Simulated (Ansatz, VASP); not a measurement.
**Zr2NbC2: VASP beside Ansatz**

```
CELL_PARAMETERS angstrom
3.78542 0.00000 0.00000
0.00000 3.78542 0.00000
0.00000 0.00000 4.84163
ATOMIC_POSITIONS crystal
Zr 0.50000 0.00000 0.50000
Zr 0.00000 0.50000 0.50000
Nb 0.00000 0.00000 0.00000
C 0.50000 0.50000 0.85312
C 0.50000 0.50000 0.14688
```

Change from the starting cell: species swapped into the BaAs2Pd2 type (P4/mmm, No. 123).

Alike in both runs: functional PBE; k mesh 4 × 4 × 4; occupations gaussian, width 0.1 eV; no spin polarisation.

Ansatz relaxed the structure, and its values are those at the end. VASP's run is a single point on that final structure, the one shown.

```csv
,VASP,Ansatz
version,VASP 6.6.1,Ansatz 0.2.0
potentials or method,"VASP PAW PBE potentials, release 64 (Zr_sv, Nb_sv, C), cutoff 520 eV","scalar-relativistic, plane waves, PAW"
valence electrons in the cell,45,45
```

Ansatz gave:

| Property | Result |
| --- | --- |
| gap on the k mesh at the Fermi level (eV) | none |
| pressure (GPa) | -0.1 |
| rms of the force components (eV/Å) | 0.002 |

Problem. Which values does VASP return?

Solution. gap on the k mesh at the Fermi level (eV): none; pressure (GPa): 0.1; rms of the force components (eV/Å): 0.020.

A gap of «none» marks a metal or a gap that the smearing closes. With one functional, cell and mesh, what is left measures potentials, basis and numerics.

The k mesh is coarse, so the values compare programs but aren't converged.
